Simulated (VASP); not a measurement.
Runs of VASP 6.6.1 on CdTe. Symmetry: I-4m2, No. 119, tetragonal system. Conventional cell: a = 4.639 Å, b = 4.639 Å, c = 6.298 Å, α = 90.00°, β = 90.00°, γ = 90.00°. Within 3.7 Å of Cd (site symmetry -4m2) lie 4 Te at 2.80 Å. Te (site symmetry -4m2) has 4 Cd at 2.80 Å within 3.7 Å. 

```csv
level,k mesh,cutoff (eV),smearing,grid for exact exchange (PRECFOCK),screening parameter,gap on the mesh (eV),pressure (GPa)
r2SCAN,6 × 6 × 6,520,gaussian 0.01 eV,-,-,1.20,1.9
PBE,6 × 6 × 6,520,fermi-dirac 0.02 eV,-,-,0.70,2.9
HSE06,4 × 4 × 4,520,gaussian 0.01 eV,Normal,0.2079 1/Å,(a),(b)
PBE,4 × 4 × 4,500,gaussian 0.01 eV,-,-,0.69,3.1
```

Alike in all rows: task single point; potentials or basis VASP PAW PBE potentials, release 64 (Cd, Te); no spin polarisation; cell as given.

Estimate the missing entries.

(a) 1.49; (b) 2.0.

Caveats: some runs use coarse meshes; spin-orbit coupling is left out, which moves the levels of the heavy elements; the PAW data sets were made with another functional, which shifts forces and pressure a little (some runs).

A k mesh can miss the band edges, and the runs leave out spin-orbit coupling on Cd, Te.
